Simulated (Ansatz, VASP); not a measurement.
**InBiO: VASP beside Ansatz**

```xyz
3
Lattice="3.5269 0.0000 0.0000 0.0000 3.5269 0.0000 0.0000 0.0000 5.1543" Properties=species:S:1:pos:R:3 pbc="T T T"
In    0.0000    0.0000    2.5771
Bi    1.7635    1.7635    0.0000
O     1.7635    1.7635    2.5771
```

Alike in both runs: functional PBE; k mesh 6 × 6 × 4; occupations gaussian, width 0.1 eV; no spin polarisation.

Ansatz relaxed the structure, and its values are those at the end. VASP's run is a single point on that final structure, the one shown.

```csv
,VASP,Ansatz
version,VASP 6.6.1,Ansatz 0.2.0
potentials or method,"VASP PAW PBE potentials, release 64 (In_d, Bi_d, O), cutoff 520 eV","scalar-relativistic, plane waves, PAW"
valence electrons in the cell,34,34
```

```csv
,VASP,Ansatz,Ansatz less VASP
gap on the k mesh at the Fermi level (eV),none,none,-
pressure (GPa),-0.1,-0.1,+0.03
```

A gap of «none» marks a metal or a gap that the smearing closes.

Spin-orbit coupling is off throughout.
